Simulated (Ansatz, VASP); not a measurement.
Two plane-wave programs on Os

POSCAR

```
Os
1.0
    1.6627916808      0.9600132245      3.0834478148
   -1.6627916808      0.9600132245      3.0834478148
    0.0000000000     -1.9200264490      3.0834478148
Os
2
Direct
    0.2275400000      0.2275400000      0.2275400000
    0.7724600000      0.7724600000      0.7724600000
```

INCAR.step1

```
  PREC = Accurate
  ENCUT = 620
  ISMEAR = 0
  SIGMA = 0.1
  LREAL = F
  LASPH = T
  NELM = 120
  NBANDS = 23
  GGA = PE
  ALGO = Normal
  EDIFF = 1E-5
  LWAVE = T
  LCHARG = F
  GGA_COMPAT = F
```

Contents of INCAR.step2:

```
  PREC = Accurate
  ENCUT = 620
  EDIFF = 1E-6
  ISMEAR = 0
  SIGMA = 0.1
  LREAL = F
  LASPH = T
  NELM = 120
  ALGO = Normal
  ISIF = 2
  LWAVE = F
  LCHARG = F
  METAGGA = R2SCAN
  LMIXTAU = T
  NBANDS = 23
  ISTART = 1
  GGA_COMPAT = F
```

The input KPOINTS:

```
regular mesh
0
Gamma
  6 6 6
```

Input for Ansatz:

```yaml
crystal:
  lattice:
    - [1.6627916808, 0.9600132245, 3.0834478148]
    - [-1.6627916808, 0.9600132245, 3.0834478148]
    - [0.0, -1.920026449, 3.0834478148]
  atoms:
    - { symbol: Os, position: [0.22754, 0.22754, 0.22754] }
    - { symbol: Os, position: [0.77246, 0.77246, 0.77246] }
basis:
  ecutwfc: 500
kpoints:
  mp_grid: { grid: [6, 6, 6] }
hamiltonian:
  xc: r2scan
scf:
  occupations: { method: gaussian, width: 0.1 }
  lower_state_search: "off"
output:
  forces: true
  stress: true
  eigenvalues: true
```

Alike in both runs: task single point; functional r2SCAN; k mesh 6 × 6 × 6; occupations gaussian, width 0.1 eV; no spin polarisation.

|  | VASP | Ansatz |
| --- | --- | --- |
| version | VASP 6.6.1 | Ansatz 0.2.0 |
| potentials or method | VASP PAW PBE potentials, release 64 (Os_sv_GW), cutoff 620 eV | scalar-relativistic, plane waves, PAW |
| valence electrons in the cell | 32 | 32 |

Ansatz gave:

* gap on the k mesh at the Fermi level (eV): none
* rms of the force components (eV/Å): 2.353

Problem. What did VASP give for the same quantities?

Solution. gap on the k mesh at the Fermi level (eV): none; rms of the force components (eV/Å): 2.449.

VASP's potentials were made for PBE, not for r2SCAN. Atom by atom the forces differ by 0.096 eV/Å (rms over components). A gap of «none» marks a metal or a gap that the smearing closes.

The k mesh is coarse, so the values compare programs but aren't converged. Spin-orbit coupling is off throughout.
